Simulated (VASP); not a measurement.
**BeTe: single point with PBEsol**

BeTe, a wire with vacuum:

```
Be Te
1.0
     9.00000    0.00000    0.00000
     0.00000    9.30000    0.00000
     0.00000    0.00000    4.29603
Be Te
1 1
Direct
  0.50000 0.50000 0.00000
  0.50000 0.50000 0.50000
```

```yaml
Program: VASP 6.6.1
Task: single point
Functional: PBEsol
Potentials_or_basis: VASP PAW PBE potentials, release 64 (Be, Te)
Cutoff: 520 eV
k_mesh: 1 × 1 × 15
Occupations: gaussian, width 0.05 eV
Spin: collinear spin
Starting_moments: "[0.5, 0.5] μB"
```

```json
{"Band gap on the k mesh": "2.73 eV (least direct gap 2.74 eV)", "Net moment": "0.00 μB per cell", "Valence electrons inside the program's atomic spheres": "Be 0.94; Te 3.54"}
```

Levels at points of the mesh, in eV from the valence-band top:
Spin up:
```
           k point  band 1  band 2  band 3  band 4  band 5  band 6  band 7  band 8
(0.00, 0.00, 0.00)  -10.05   -2.98   -1.06   -1.06    2.73    4.94    6.08    6.30
```
Spin down:
```csv
k point,band 1,band 2,band 3,band 4,band 5,band 6,band 7,band 8
"(0.00, 0.00, 0.00)",-10.05,-2.98,-1.06,-1.06,2.73,4.94,6.08,6.30
```

Run time: 3.8 min on 1 thread of Intel Xeon 8259CL, on a shared host, peak memory 0.55 GiB.

Caveat: spin-orbit coupling is left out, which moves the levels of the heavy elements.
